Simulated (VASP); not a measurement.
A run of VASP 6.6.1 is set up as follows.

POSCAR

```
PbO
1.0
    0.0000000000      2.7987768025      2.7987768025
    2.7987768025      0.0000000000      2.7987768025
    2.7987768025      2.7987768025      0.0000000000
Pb O
1 1
Direct
    0.0000000000      0.0000000000      0.0000000000
    0.2500000000      0.2500000000      0.2500000000
```

Contents of INCAR.step1:

```
SYSTEM = PbO
PREC = Accurate
ENCUT = 520
ISMEAR = 0
SIGMA = 0.01
LREAL = .FALSE.
LASPH = .TRUE.
NELM = 80
NBANDS = 17
GGA = PE
ALGO = Normal
EDIFF = 1E-4
LWAVE = .TRUE.
LCHARG = .FALSE.
```

INCAR.step2

```
SYSTEM = PbO
PREC = Accurate
ENCUT = 520
EDIFF = 1E-7
ISMEAR = 0
SIGMA = 0.01
LREAL = .FALSE.
LASPH = .TRUE.
NELM = 80
ALGO = Normal
ISIF = 2
LWAVE = .FALSE.
LCHARG = .FALSE.
METAGGA = R2SCAN
LMIXTAU = .TRUE.
NBANDS = 17
ISTART = 1
```

The input KPOINTS:

```
Automatic mesh
0
G
  4 4 4
  0 0 0
```

Potentials or basis: VASP PAW PBE potentials, release 64 (Pb_d, O).

The run is started by

```bash
$ cat potpaw_PBE.64/Pb_d/POTCAR potpaw_PBE.64/O/POTCAR > POTCAR
$ cp INCAR.step1 INCAR
$ mpirun -np 1 vasp_std > vasp.out
$ cp INCAR.step2 INCAR
$ mpirun -np 1 vasp_std > vasp.out
```

(1) What does it give for the pressure?

(2) Estimate the band gap on the k mesh.

## Answers

(1) 0.3 GPa.

(2) 0.61 eV (least direct gap 0.79 eV).

Caveat: the k points lie up to 0.49 Å⁻¹ apart; the PAW data sets were made with another functional, which shifts forces and pressure a little; spin-orbit coupling is left out, which moves the levels of the heavy elements.
